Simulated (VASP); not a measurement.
A run of VASP 6.6.1:

Contents of INCAR:

```
ALGO     = Normal         # electronic algorithm
EDIFF    = 1E-8           # SCF threshold, eV
ENCUT    = 520            # plane-wave cutoff, eV
GGA      = PS             # functional
ISIF     = 2              # what is computed and relaxed
ISMEAR   = -1             # smearing method
LASPH    = True           # aspherical terms in the spheres
LCHARG   = False          # write CHGCAR
LEFG     = True         
LREAL    = False          # projectors in reciprocal space
LWAVE    = False          # write WAVECAR
NBANDS   = 12             # bands
NELM     = 60             # most SCF steps
PREC     = Accurate       # precision mode
SIGMA    = 0.03           # smearing width, eV
```

File KPOINTS:

```
k-points
0
Gamma
  18 18 18
```

Contents of POSCAR:

```
Tc
1.0
    0.0000000000      1.9882450037      1.9882450037
    1.9882450037      0.0000000000      1.9882450037
    1.9882450037      1.9882450037      0.0000000000
Tc
1
Direct
    0.0000000000      0.0000000000      0.0000000000
```

Potentials or basis: VASP PAW PBE potentials, release 64 (Tc_pv).

Run with:

```sh
$ cat potpaw_PBE.64/Tc_pv/POTCAR > POTCAR
$ mpirun -np 1 vasp_std > vasp.out
```

Hardware: 1 thread of AMD EPYC 9R45 96-Core Processor (Zen 5), with other jobs on the host.

Task: Estimate the wall time of this run.

Result: Run time: 27 s on 1 thread of AMD EPYC 9R45 96-Core Processor (Zen 5), on a shared host, peak memory 0.13 GiB. Counts: scf iterations 13, k points 195.
